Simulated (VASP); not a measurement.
# C (Fd-3m) in VASP: further runs, part 2 of 2

VASP 6.6.1. The steps go on from the part before.

**3. Single point, LDA**

This run uses another cell than the first one, of 5.56 Å³/atom, 1.021 times its volume.

INCAR reads:

```
SYSTEM = C
ALGO = Normal
EDIFF = 1E-6
ENCUT = 520
ISIF = 2
ISMEAR = 0
LASPH = .True.
LCHARG = .True.
LELF = .True.
LREAL = .False.
LVHAR = .True.
LWAVE = .False.
NBANDS = 11
NELM = 100
PREC = Accurate
SIGMA = 0.05
```

KPOINTS reads:

```
k-points
0
Gamma
  13 13 13
  0 0 0
```

POSCAR reads:

```
C
1.0
    0.0000000000      1.7714007132      1.7714007132
    1.7714007132      0.0000000000      1.7714007132
    1.7714007132      1.7714007132      0.0000000000
C
2
Direct
    0.7500000000      0.7500000000      0.7500000000
    0.5000000000      0.5000000000      0.5000000000
```

Potentials or basis: VASP PAW LDA potentials, release 64 (C).

Started as:

```console
$ cat potpaw_LDA.64/C/POTCAR > POTCAR
$ mpirun -np 1 vasp_std > vasp.out
```

OUTCAR:

```text
SYSTEM = C
   EDIFF = 1E-6
   ENCUT = 520
   ISIF = 2
   ISMEAR = 0
   LASPH = .True.
   LREAL = .False.
   NELM = 100
   PREC = Accurate

 ion  position               nearest neighbor table
   1  0.750  0.750  0.750-   2 1.53   2 1.53   2 1.53   2 1.53
   2  0.500  0.500  0.500-   1 1.53   1 1.53   1 1.53   1 1.53

  LATTYP: Found a face centered cubic cell.
 ALAT       =     3.5428014264

  Lattice vectors:

 A1 = (   0.0000000000,   1.7714007132,   1.7714007132)
 A2 = (   1.7714007132,   0.0000000000,   1.7714007132)
 A3 = (   1.7714007132,   1.7714007132,   0.0000000000)

Analysis of symmetry for initial positions (statically):
=====================================================================
 Subroutine PRICEL returns:
 Original cell was already a primitive cell.

 Routine SETGRP: Setting up the symmetry group for a
 face centered cubic supercell.

 Subroutine GETGRP returns: Found 48 space group operations
 (whereof 24 operations were pure point group operations)
 out of a pool of 48 trial point group operations.

The static configuration has the point symmetry T_d .
 The point group associated with its full space group is O_h .

Analysis of symmetry for dynamics (positions and initial velocities):
=====================================================================
 Subroutine PRICEL returns:
 Original cell was already a primitive cell.

 Routine SETGRP: Setting up the symmetry group for a
 face centered cubic supercell.

 Subroutine GETGRP returns: Found 48 space group operations
 (whereof 24 operations were pure point group operations)
 out of a pool of 48 trial point group operations.

The dynamic configuration has the point symmetry T_d .
 The point group associated with its full space group is O_h .

 Subroutine INISYM returns: Found 48 space group operations
 (whereof 24 operations are pure point group operations),
 and found     1 'primitive' translations

[... 115 lines left out ...]
  volume/ion in A,a.u.               =       5.56        37.51
  Fermi-wavevector in a.u.,A,eV,Ry     =   1.467049  2.772321 29.282913  2.152233
  Thomas-Fermi vector in A             =   2.582714
   LORBIT       =      0    0 simple, 1 ext, 2 COOP (PROOUT), +10 PAW based schemes
   GGA     = CA    functional components
   LHFCALC =     F    Hartree Fock is set to
   AEXX    =    0.0000 exact exchange contribution
   IVDW    =     0    specifies the selected vdW correction
   LEPSILON=     F    determine dielectric tensor
   LRPA    =     F    only Hartree local field effects (RPA)
 non-spin polarized calculation
 Gauss-broadening in eV      SIGMA  =   0.05
  energy-cutoff  :      520.00
  volume of cell :       11.12
 maximum number of plane-waves:       310
   NGX =  9   NGY =  9   NGZ =  9

 number of electron       7.9999999 magnetization

 Free energy of the ion-electron system (eV)
  ---------------------------------------------------
  ext. energy  EPLUGINS =         0.00000000
  ---------------------------------------------------
  free energy    TOTEN  =       -20.24507783 eV

  energy without entropy =      -20.24507783  energy(sigma->0) =      -20.24507783

 E-fermi :  10.2797     XC(G=0): -13.5976

 val. band max:       10.0216263609   @ k =   0.0000   0.0000   0.0000
 cond. band min:      14.1776901882   @ k =   0.3846   0.3846   0.0000
 fundamental gap:      4.1560638273
 Fermi energy:        10.2797323448

 k-point     1 :       0.0000    0.0000    0.0000
  band No.  band energies     occupation
      1     -11.5681      2.00000
      2      10.0216      2.00000
      3      10.0216      2.00000
      4      10.0216      2.00000
      5      15.6210      0.00000
      6      15.6210      0.00000
      7      15.6210      0.00000
      8      24.0425      0.00000
      9      29.2921      0.00000
     10      36.8783      0.00000
     11      36.8783      0.00000
[... 309 lines left out ...]
 k-point    24 :       0.4615    0.1538    0.0000
  band No.  band energies     occupation
      1      -6.4636      2.00000
      2      -1.3108      2.00000
      3       5.5687      2.00000
      4       6.0514      2.00000
      5      17.1251      0.00000
      6      20.6563      0.00000
      7      21.2193      0.00000
      8      23.9719      0.00000
      9      30.5510      0.00000
     10      33.4523      0.00000
     11      37.2169      0.00000

 [... further k-points ...]
[... 5 lines left out ...]
  --------------------------------------------------------------------------------------
  -------------------------------------------------------------------------------------
  Total       -0.1902857     -0.1902857     -0.1902857      0.0000000      0.0000000     -0.0000000
  in kB      -27.4243469    -27.4243469    -27.4243469      0.0000000      0.0000000     -0.0000000
  external PRESSURE =     -27.4243469 kB  Pullay stress =       0.0000000 kB

 VOLUME and BASIS-vectors are now :
 -----------------------------------------------------------------------------
  energy-cutoff  :      520.00
  volume of cell :       11.12
      direct lattice vectors                 reciprocal lattice vectors
     0.000000000  1.771400713  1.771400713    -0.282262503  0.282262503  0.282262503
     1.771400713  0.000000000  1.771400713     0.282262503 -0.282262503  0.282262503
     1.771400713  1.771400713  0.000000000     0.282262503  0.282262503 -0.282262503

 POSITION                                       TOTAL-FORCE (eV/Angst)
 -----------------------------------------------------------------------------------
      2.65710      2.65710      2.65710        -0.000000     -0.000000     -0.000000
      1.77140      1.77140      1.77140         0.000000      0.000000      0.000000
 -----------------------------------------------------------------------------------
    total drift:                                0.000000     -0.000000      0.000000

  FREE ENERGIE OF THE ION-ELECTRON SYSTEM (eV)
  ---------------------------------------------------
  free  energy   TOTEN  =       -20.2450778278 eV

  energy  without entropy=      -20.2450778278  energy(sigma->0) =      -20.24507783
```

Wall time 13 s (1 thread of Intel Xeon Platinum 8259CL at 2.50GHz (Skylake/Cascade Lake), shared host); peak memory 0.11 GiB.

Results:

```yaml
Free_energy: -20.2451 eV
Pressure: -2.7 GPa
Band_gap_on_the_k_mesh: 4.16 eV, indirect (least direct gap 5.60 eV)
```

**4. Single point, LDA**

This run uses another cell than the first one, of 5.67 Å³/atom, 1.042 times its volume.

INCAR reads:

```
PREC = Accurate
ENCUT = 520
EDIFF = 1E-7
ISMEAR = 0
SIGMA = 0.05
LREAL = F
LASPH = T
NELM = 100
ALGO = Normal
ISIF = 2
LWAVE = F
LCHARG = T
LELF = T
LVHAR = T
NBANDS = 11
```

KPOINTS reads:

```
regular mesh
0
Gamma
  13 13 13
```

POSCAR reads:

```
C
1.0
    0.0000000000      1.7833700000      1.7833700000
    1.7833700000      0.0000000000      1.7833700000
    1.7833700000      1.7833700000      0.0000000000
C
2
Direct
    0.7500000000      0.7500000000      0.7500000000
    0.5000000000      0.5000000000      0.5000000000
```

Started as:

```console
$ cat potpaw_LDA.64/C/POTCAR > POTCAR
$ mpirun -np 1 vasp_std > vasp.out
```

Wall time 10 s (1 thread of Intel Xeon Platinum 8259CL at 2.50GHz (Skylake/Cascade Lake), shared host); peak memory 0.11 GiB.

The run converged. Its results:

- Free energy: -20.2353 eV
- Pressure: -11.6 GPa
- Band gap on the k mesh: 4.11 eV, indirect (least direct gap 5.54 eV)

Levels at points of the mesh, in eV from the valence-band top:
```tsv
k point	band 2	band 3	band 4	band 5	band 6	band 7
(0.00, 0.00, 0.00)	0.00	0.00	0.00	5.54	5.54	5.54
```

**5. Single point, LDA**

This run uses another cell than the first one, of 5.79 Å³/atom, 1.062 times its volume.

INCAR reads:

```
SYSTEM = C
  PREC = Accurate
  ENCUT = 520
  EDIFF = 1E-6
  ISMEAR = 0
  SIGMA = 0.05
  LREAL = .FALSE.
  LASPH = .TRUE.
  NELM = 80
  ALGO = Normal
  ISIF = 2
  LWAVE = .FALSE.
  LCHARG = .FALSE.
  NBANDS = 11
```

KPOINTS reads:

```
regular mesh
0
G
  13 13 13
  0 0 0
```

POSCAR reads:

```
C
1.0
    0.0000000000      1.7951807415      1.7951807415
    1.7951807415      0.0000000000      1.7951807415
    1.7951807415      1.7951807415      0.0000000000
C
2
Direct
    0.7500000000      0.7500000000      0.7500000000
    0.5000000000      0.5000000000      0.5000000000
```

Started as:

```console
$ cat potpaw_LDA.64/C/POTCAR > POTCAR
$ mpirun -np 1 vasp_std > vasp.out
```

Run time: 13 s. Hardware: 1 thread of Intel Xeon Platinum 8259CL at 2.50GHz (Skylake/Cascade Lake), shared host; peak memory 0.11 GiB.

It converged, with:

```yaml
Free_energy: -20.2134 eV
Pressure: -19.7 GPa
Band_gap_on_the_k_mesh: 4.06 eV, indirect (least direct gap 5.49 eV)
```

Levels at points of the mesh, in eV from the valence-band top:
```
           k point  band 1  band 2  band 3  band 4  band 5  band 6  band 7  band 8  band 9
(0.00, 0.00, 0.00)  -21.06    0.00    0.00    0.00    5.49    5.49    5.49   13.11   18.75
```

A k mesh can miss the band edges.

**6. Single point, LDA**

This run uses another cell than the first one, of 5.90 Å³/atom, 1.083 times its volume.

INCAR reads:

```
SYSTEM = C
ALGO     = Normal         ! electronic algorithm
EDIFF    = 1E-6           ! SCF threshold, eV
ENCUT    = 520            ! plane-wave cutoff, eV
ISIF     = 2              ! what is computed and relaxed
ISMEAR   = 0              ! smearing method
LASPH    = .True.         ! aspherical terms in the spheres
LCHARG   = .False.        ! write CHGCAR
LREAL    = .False.        ! projectors in reciprocal space
LWAVE    = .False.        ! write WAVECAR
NBANDS   = 11             ! bands
NELM     = 80             ! most SCF steps
PREC     = Accurate       ! precision mode
SIGMA    = 0.05           ! smearing width, eV
```

KPOINTS reads:

```
k-points
0
Gamma
  13 13 13
  0 0 0
```

POSCAR reads:

```
C
1.0
    0.0000000000      1.8068380860      1.8068380860
    1.8068380860      0.0000000000      1.8068380860
    1.8068380860      1.8068380860      0.0000000000
C
2
Direct
    0.7500000000      0.7500000000      0.7500000000
    0.5000000000      0.5000000000      0.5000000000
```

Potentials or basis: VASP PAW LDA potentials, release 64 (C).

Started as:

```console
$ cat potpaw_LDA.64/C/POTCAR > POTCAR
$ mpirun -np 1 vasp_std > vasp.out
```

Wall time 14 s (1 thread of Intel Xeon Platinum 8259CL at 2.50GHz (Skylake/Cascade Lake), shared host); peak memory 0.11 GiB.

The run converged. Its results:

- Free energy: -20.1806 eV
- Pressure: -27.1 GPa
- Band gap on the k mesh: 4.02 eV, indirect (least direct gap 5.43 eV)

Levels at points of the mesh, in eV from the valence-band top:
| k point | band 1 | band 2 | band 3 | band 4 | band 5 | band 6 | band 7 | band 8 |
| --- | --- | --- | --- | --- | --- | --- | --- | --- |
| (0.00, 0.00, 0.00) | -20.80 | 0.00 | 0.00 | 0.00 | 5.43 | 5.43 | 5.43 | 12.67 |

**7. Summary**

| cell | gap on the mesh (eV) | pressure (GPa) |
| --- | --- | --- |
| a = 2.488 Å, angles 60.0°, 2 atoms | 4.21 | 7.0 |
| a = 2.505 Å, angles 60.0°, 2 atoms | 4.16 | -2.7 |
| a = 2.522 Å, angles 60.0°, 2 atoms | 4.11 | -11.6 |
| a = 2.539 Å, angles 60.0°, 2 atoms | 4.06 | -19.7 |
| a = 2.555 Å, angles 60.0°, 2 atoms | 4.02 | -27.1 |

Alike in all rows: task single point; level LDA; potentials or basis VASP PAW LDA potentials, release 64 (C); no spin polarisation; k mesh 13 × 13 × 13; cutoff (eV) 520; smearing gaussian 0.05 eV.

Absolute energies hang on the potentials; compare differences alone.
